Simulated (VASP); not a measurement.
# SrO (P6_3/mmc) in VASP: further runs

The runs below take SrO through single point, with PBE, r2SCAN.

Everything below comes from runs of VASP 6.6.1. Logs are shortened: lines on timing, memory, paths and dates and some standing lists are left out, and cuts for length are marked.

### Step 1. The cell of the first run

It takes space group P6_3/mmc (No. 194, hexagonal). Conventional cell: a = 3.563 Å, b = 3.563 Å, c = 6.255 Å, α = 90.00°, β = 90.00°, γ = 120.00°. Within 3.4 Å of Sr (site symmetry -3m) lie 6 O at 2.58 Å and 2 Sr at 3.13 Å. Within 3.4 Å of O (site symmetry -6m2) lie 6 Sr at 2.58 Å.

### Step 2. Single point, PBE

Contents of INCAR:

```
SYSTEM = SrO
PREC = Accurate
ENCUT = 520
EDIFF = 1E-6
ISMEAR = 0
SIGMA = 0.01
LREAL = .False.
LASPH = .True.
NELM = 100
ALGO = Normal
ISIF = 2
LWAVE = .False.
LCHARG = .True.
GGA = PE
LELF = .True.
LVHAR = .True.
NBANDS = 24
```

Contents of KPOINTS:

```
Automatic mesh
0
Gamma
  6 6 4
  0 0 0
```

Contents of POSCAR:

```
SrO
1.0
    3.5632380093      0.0000000000      0.0000000000
   -1.7816190046      3.0858546358      0.0000000000
    0.0000000000      0.0000000000      6.2551048169
Sr O
2 2
Direct
    0.0000000000      0.0000000000      0.0000000000
    0.0000000000      0.0000000000      0.5000000000
    0.3333333333      0.6666666667      0.2500000000
    0.6666666667      0.3333333333      0.7500000000
```

Potentials or basis: VASP PAW PBE potentials, release 64 (Sr_sv, O).

Run with:

```bash
> cat potpaw_PBE.64/Sr_sv/POTCAR potpaw_PBE.64/O/POTCAR > POTCAR
> mpirun -np 1 vasp_std > vasp.out
```

OUTCAR:

```text
SYSTEM = SrO
   PREC = Accurate
   ENCUT = 520
   EDIFF = 1E-6
   ISMEAR = 0
   LREAL = .False.
   LASPH = .True.
   NELM = 100
   ISIF = 2
   GGA = PE

 ion  position               nearest neighbor table
   1  0.000  0.000  0.000-   3 2.58   4 2.58   3 2.58   4 2.58   4 2.58   3 2.58   2 3.13   2 3.13
                             2 4.74   2 4.74   2 4.74   2 4.74   2 4.74   2 4.74   2 4.74   2 4.74
   2  0.000  0.000  0.500-   3 2.58   4 2.58   3 2.58   4 2.58   4 2.58   3 2.58   1 3.13   1 3.13
                             1 4.74   1 4.74   1 4.74   1 4.74   1 4.74   1 4.74   1 4.74   1 4.74
   3  0.333  0.667  0.250-   1 2.58   2 2.58   1 2.58   2 2.58   1 2.58   2 2.58
   4  0.667  0.333  0.750-   1 2.58   2 2.58   1 2.58   2 2.58   1 2.58   2 2.58

  LATTYP: Found a hexagonal cell.
 ALAT       =     3.5632380093
 C/A-ratio  =     1.7554552350

  Lattice vectors:

 A1 = (   3.5632380093,   0.0000000000,   0.0000000000)
 A2 = (  -1.7816190046,   3.0858546358,   0.0000000000)
 A3 = (   0.0000000000,   0.0000000000,   6.2551048169)

Analysis of symmetry for initial positions (statically):
=====================================================================
 Subroutine PRICEL returns:
 Original cell was already a primitive cell.

 Routine SETGRP: Setting up the symmetry group for a
 hexagonal supercell.

 Subroutine GETGRP returns: Found 24 space group operations
 (whereof 12 operations were pure point group operations)
 out of a pool of 24 trial point group operations.

The static configuration has the point symmetry D_3d.
 The point group associated with its full space group is D_6h.

Analysis of symmetry for dynamics (positions and initial velocities):
=====================================================================
 Subroutine PRICEL returns:
 Original cell was already a primitive cell.

 Routine SETGRP: Setting up the symmetry group for a
 hexagonal supercell.

 Subroutine GETGRP returns: Found 24 space group operations
 (whereof 12 operations were pure point group operations)
 out of a pool of 24 trial point group operations.

The dynamic configuration has the point symmetry D_3d.
 The point group associated with its full space group is D_6h.

 Subroutine INISYM returns: Found 24 space group operations
 (whereof 12 operations are pure point group operations),
 and found     1 'primitive' translations

----------------------------------------------------------------------------------------

                                     Primitive cell

  volume of cell :      68.7788

  direct lattice vectors                    reciprocal lattice vectors
     3.563238009  0.000000000  0.000000000     0.280643616  0.162029667  0.000000000
[... 91 lines left out ...]
   NFREE  =      0    steps in history (QN), initial steepest desc. (CG)
   ISIF   =      2    stress and relaxation
   ISYM   =      2    0-nonsym 1-usesym 2-fastsym
   POTIM  = 0.5000    time-step for ionic-motion
   TEBEG  =    0.0;   TEEND  =   0.0 temperature during run
   PSTRESS=    0.0 pullay stress
   NELECT =      32.0000    total number of electrons
   NUPDOWN=      -1.0000    fix difference up-down
   EMIN   =  10.00;   EMAX   =-10.00  energy-range for DOS
   EFERMI =   0.00;   METHOD = LEGACY
   ISMEAR =     0;   SIGMA  =   0.01  broadening in eV -4-tet -1-fermi 0-gaus
   EFERMI_NEDOS =   21; number of points for ismear=-14 and -15
   IALGO  =     38    algorithm
   IMIX   =      4    mixing-type and parameters
     AMIX     =   0.40;   BMIX     =  1.00
     AMIX_MAG =   1.60;   BMIX_MAG =  1.00
  volume/ion in A,a.u.               =      17.19       116.04
  Fermi-wavevector in a.u.,A,eV,Ry     =   1.268547  2.397206 21.894648  1.609211
  Thomas-Fermi vector in A             =   2.401636
   LORBIT       =      0    0 simple, 1 ext, 2 COOP (PROOUT), +10 PAW based schemes
   GGA     = PE    functional components
   LHFCALC =     F    Hartree Fock is set to
   AEXX    =    0.0000 exact exchange contribution
   IVDW    =     0    specifies the selected vdW correction
   LEPSILON=     F    determine dielectric tensor
   LRPA    =     F    only Hartree local field effects (RPA)
 non-spin polarized calculation
 Gauss-broadening in eV      SIGMA  =   0.01
  energy-cutoff  :      520.00
  volume of cell :       68.78
 maximum number of plane-waves:      1883
 NGX is ok and might be reduce to    28
   NGX = 13   NGY = 13   NGZ = 23

 number of electron      31.9999999 magnetization

 Free energy of the ion-electron system (eV)
  ---------------------------------------------------
  ext. energy  EPLUGINS =         0.00000000
  ---------------------------------------------------
  free energy    TOTEN  =       -23.48489897 eV

  energy without entropy =      -23.48489897  energy(sigma->0) =      -23.48489897

 E-fermi :   1.8674     XC(G=0):  -9.9624

 val. band max:        1.7123597359   @ k =   0.0000   0.0000   0.0000
 cond. band min:       5.1147920597   @ k =   0.0000   0.0000   0.0000
 fundamental gap:      3.4024323238
 Fermi energy:         1.8674018375

 k-point     1 :       0.0000    0.0000    0.0000
  band No.  band energies     occupation
      1     -31.1369      2.00000
      2     -30.9253      2.00000
      3     -15.3424      2.00000
      4     -13.4264      2.00000
      5     -12.7767      2.00000
      6     -12.7767      2.00000
[... 556 lines left out ...]
     23      10.3290      0.00000
     24      10.3290      0.00000

------------------------ aborting loop because EDIFF is reached ----------------------------------------

  FORCE on cell =-STRESS in cart. coord.  units (eV):
  Direction    XX          YY          ZZ          XY          YZ          ZX
  --------------------------------------------------------------------------------------
  -------------------------------------------------------------------------------------
  Total        1.0100234      1.0100234      1.2833931      0.0000000      0.0000000      0.0000000
  in kB       23.5281154     23.5281154     29.8961583      0.0000000      0.0000000      0.0000000
  external PRESSURE =      25.6507963 kB  Pullay stress =       0.0000000 kB

 VOLUME and BASIS-vectors are now :
 -----------------------------------------------------------------------------
  energy-cutoff  :      520.00
  volume of cell :       68.78
      direct lattice vectors                 reciprocal lattice vectors
     3.563238009  0.000000000  0.000000000     0.280643616  0.162029667  0.000000000
    -1.781619005  3.085854636  0.000000000     0.000000000  0.324059335  0.000000000
     0.000000000  0.000000000  6.255104817     0.000000000  0.000000000  0.159869423

 POSITION                                       TOTAL-FORCE (eV/Angst)
 -----------------------------------------------------------------------------------
      0.00000      0.00000      0.00000        -0.000000      0.000000     -0.000000
      0.00000      0.00000      3.12755        -0.000000      0.000000     -0.000000
     -0.00000      2.05724      1.56378         0.000000     -0.000000      0.000000
      1.78162      1.02862      4.69133         0.000000      0.000000      0.000000
 -----------------------------------------------------------------------------------
    total drift:                                0.000000     -0.000000      0.000000

  FREE ENERGIE OF THE ION-ELECTRON SYSTEM (eV)
  ---------------------------------------------------
  free  energy   TOTEN  =       -23.4848989720 eV

  energy  without entropy=      -23.4848989720  energy(sigma->0) =      -23.48489897
```

OSZICAR:

```text
N       E                     dE             d eps       ncg     rms          rms(c)
DAV:   1     0.180987255304E+03    0.18099E+03   -0.16859E+04  1008   0.129E+03
DAV:   2    -0.165464271332E+02   -0.19753E+03   -0.18512E+03  1336   0.284E+02
DAV:   3    -0.276788854472E+02   -0.11132E+02   -0.11044E+02  1624   0.604E+01
DAV:   4    -0.279488081227E+02   -0.26992E+00   -0.26980E+00  1368   0.772E+00
DAV:   5    -0.279508106193E+02   -0.20025E-02   -0.20024E-02  1416   0.773E-01    0.229E+01
DAV:   6    -0.236575804359E+02    0.42932E+01   -0.21965E+01  1184   0.243E+01    0.275E+01
DAV:   7    -0.235419567063E+02    0.11562E+00   -0.15267E+00  1368   0.648E+00    0.188E+01
DAV:   8    -0.235028246146E+02    0.39132E-01   -0.69707E-01  1104   0.541E+00    0.171E+00
DAV:   9    -0.234822781435E+02    0.20546E-01   -0.96715E-02  1440   0.195E+00    0.480E-01
DAV:  10    -0.234843589373E+02   -0.20808E-02   -0.82045E-03  1224   0.513E-01    0.214E-01
DAV:  11    -0.234848281114E+02   -0.46917E-03   -0.14400E-03  1232   0.201E-01    0.310E-02
DAV:  12    -0.234849093470E+02   -0.81236E-04   -0.27724E-04  1400   0.813E-02    0.510E-02
DAV:  13    -0.234848997804E+02    0.95666E-05   -0.23204E-05  1208   0.308E-02    0.239E-02
DAV:  14    -0.234848990203E+02    0.76010E-06   -0.13247E-05  1392   0.223E-02    0.572E-03
DAV:  15    -0.234848989720E+02    0.48265E-07   -0.10491E-06   768   0.639E-03
   1 F= -.23484899E+02 E0= -.23484899E+02  d E =-.314441-108
```

stdout:

```text
POSCAR found type information on POSCAR SrO
 POSCAR found :  2 types and       4 ions
 scaLAPACK will be used
 LDA part: xc-table for (Slater+PW92), standard interpolation
 POSCAR, INCAR and KPOINTS ok, starting setup
 FFT: planning ... GRIDC
 FFT: planning ... GRID_SOFT
 FFT: planning ... GRID
 WAVECAR not read
 entering main loop
```

It took 19 s on 1 thread of Intel Xeon 6975P-C (Granite Rapids), shared host; peak memory 0.19 GiB.

Results:

- Free energy: -23.4849 eV
- Pressure: 2.6 GPa
- Band gap on the k mesh: 3.40 eV

Levels at points of the mesh, in eV from the valence-band top:
| k point | band 12 | band 13 | band 14 | band 15 | band 16 | band 17 | band 18 | band 19 | band 20 | band 21 |
| --- | --- | --- | --- | --- | --- | --- | --- | --- | --- | --- |
| (0.00, 0.00, 0.00) | -0.99 | -0.99 | -0.14 | 0.00 | 0.00 | 3.40 | 4.35 | 6.54 | 6.54 | 6.91 |
| (0.50, 0.00, 0.00) | -1.49 | -1.12 | -0.56 | -0.27 | -0.10 | 3.64 | 5.73 | 6.84 | 7.38 | 8.29 |
| (0.00, 0.00, 0.50) | -1.33 | -0.53 | -0.53 | -0.53 | -0.53 | 5.34 | 5.34 | 6.49 | 6.49 | 7.20 |
| (0.50, 0.00, 0.50) | -1.42 | -0.84 | -0.84 | -0.62 | -0.62 | 4.83 | 4.83 | 8.14 | 8.14 | 8.60 |

A k mesh can miss the band edges.

### Step 3. Single point, PBE

Contents of INCAR:

```
ALGO     = Normal         # electronic algorithm
EDIFF    = 1E-6           # SCF threshold, eV
ENCUT    = 520            # plane-wave cutoff, eV
GGA      = PE             # functional
ISIF     = 2              # what is computed and relaxed
ISMEAR   = 0              # smearing method
LASPH    = T              # aspherical terms in the spheres
LCHARG   = F              # write CHGCAR
LREAL    = F              # projectors in reciprocal space
LWAVE    = F              # write WAVECAR
NBANDS   = 24             # bands
NELM     = 100            # most SCF steps
PREC     = Accurate       # precision mode
SIGMA    = 0.01           # smearing width, eV
```

Contents of KPOINTS:

```
k-points
0
Gamma
  6 6 4
```

POSCAR is that of step 2.

Potentials or basis: VASP PAW PBE potentials, release 64 (Sr_sv, O).

Run with:

```bash
> cat potpaw_PBE.64/Sr_sv/POTCAR potpaw_PBE.64/O/POTCAR > POTCAR
> mpirun -np 1 vasp_std > vasp.out
```

Wall time 18 s (1 thread of Intel Xeon 6975P-C (Granite Rapids), shared host); peak memory 0.19 GiB.

Results (log left out):

| Quantity | Value |
| --- | --- |
| Free energy | -23.4849 eV |
| Pressure | 2.6 GPa |
| Band gap on the k mesh | 3.40 eV |

Stress tensor (GPa, compression positive):
```
2.35 0.00 0.00
0.00 2.35 0.00
0.00 0.00 2.99
```

Levels at points of the mesh, in eV from the valence-band top:
```tsv
k point	band 12	band 13	band 14	band 15	band 16	band 17	band 18	band 19	band 20	band 21
(0.00, 0.00, 0.00)	-0.99	-0.99	-0.14	0.00	0.00	3.40	4.35	6.54	6.54	6.91
(0.50, 0.00, 0.00)	-1.49	-1.12	-0.56	-0.27	-0.10	3.64	5.73	6.84	7.38	8.29
(0.00, 0.00, 0.50)	-1.33	-0.53	-0.53	-0.53	-0.53	5.34	5.34	6.49	6.49	7.20
(0.50, 0.00, 0.50)	-1.42	-0.84	-0.84	-0.62	-0.62	4.83	4.83	8.14	8.14	8.60
```

A k mesh can miss the band edges.

### Step 4. Single point, r2SCAN

POSCAR is that of step 3.

Contents of INCAR.step1:

```
ALGO = Normal
EDIFF = 1E-4
ENCUT = 520
GGA = PE
ISMEAR = 0
LASPH = T
LCHARG = F
LREAL = F
LWAVE = T
NBANDS = 24
NELM = 60
PREC = Accurate
SIGMA = 0.01
```

Contents of INCAR.step2:

```
ALGO = Normal
EDIFF = 1E-7
ENCUT = 520
ISIF = 2
ISMEAR = 0
ISTART = 1
LASPH = T
LCHARG = T
LELF = T
LMIXTAU = T
LREAL = F
LVHAR = T
LWAVE = F
METAGGA = R2SCAN
NBANDS = 24
NELM = 60
PREC = Accurate
SIGMA = 0.01
```

KPOINTS is that of step 3.

Potentials or basis: VASP PAW PBE potentials, release 64 (Sr_sv, O).

Run with:

```bash
> cat potpaw_PBE.64/Sr_sv/POTCAR potpaw_PBE.64/O/POTCAR > POTCAR
> cp INCAR.step1 INCAR
> mpirun -np 1 vasp_std > vasp.out
> cp INCAR.step2 INCAR
> mpirun -np 1 vasp_std > vasp.out
```

OUTCAR:

```text
EDIFF = 1E-7
   ENCUT = 520
   ISIF = 2
   ISMEAR = 0
   ISTART = 1
   LASPH = T
   LREAL = F
   METAGGA = R2SCAN
   NELM = 60
   PREC = Accurate

 ion  position               nearest neighbor table
   1  0.000  0.000  0.000-   3 2.58   4 2.58   3 2.58   4 2.58   4 2.58   3 2.58   2 3.13   2 3.13
                             2 4.74   2 4.74   2 4.74   2 4.74   2 4.74   2 4.74   2 4.74   2 4.74
   2  0.000  0.000  0.500-   3 2.58   4 2.58   3 2.58   4 2.58   4 2.58   3 2.58   1 3.13   1 3.13
                             1 4.74   1 4.74   1 4.74   1 4.74   1 4.74   1 4.74   1 4.74   1 4.74
[... 769 lines left out ...]
  -------------------------------------------------------------------------------------
  Total        0.2268705      0.2268705      0.2881338      0.0000000     -0.0000000      0.0000000
  in kB        5.2848634      5.2848634      6.7119680      0.0000000     -0.0000000      0.0000000
  external PRESSURE =       5.7605649 kB  Pullay stress =       0.0000000 kB

 VOLUME and BASIS-vectors are now :
 -----------------------------------------------------------------------------
  energy-cutoff  :      520.00
  volume of cell :       68.78
      direct lattice vectors                 reciprocal lattice vectors
     3.563238009  0.000000000  0.000000000     0.280643616  0.162029667  0.000000000
    -1.781619005  3.085854636  0.000000000     0.000000000  0.324059335  0.000000000
     0.000000000  0.000000000  6.255104817     0.000000000  0.000000000  0.159869423

 POSITION                                       TOTAL-FORCE (eV/Angst)
 -----------------------------------------------------------------------------------
      0.00000      0.00000      0.00000         0.000000      0.000000      0.000000
      0.00000      0.00000      3.12755         0.000000      0.000000      0.000000
     -0.00000      2.05724      1.56378        -0.000000     -0.000000     -0.000000
      1.78162      1.02862      4.69133         0.000000      0.000000     -0.000000
 -----------------------------------------------------------------------------------
    total drift:                                0.000000     -0.000000      0.000000

  FREE ENERGIE OF THE ION-ELECTRON SYSTEM (eV)
  ---------------------------------------------------
  free  energy   TOTEN  =       -53.5029462268 eV

  energy  without entropy=      -53.5029462268  energy(sigma->0) =      -53.50294623
```

Wall time 79 s (1 thread of Intel Xeon 6975P-C (Granite Rapids), shared host); peak memory 0.2 GiB.

Results:

* Free energy: -53.5029 eV
* Pressure: 0.6 GPa
* Band gap on the k mesh: 3.94 eV

Caveat: the PAW data sets were made with another functional, which shifts forces and pressure a little. A k mesh can miss the band edges.
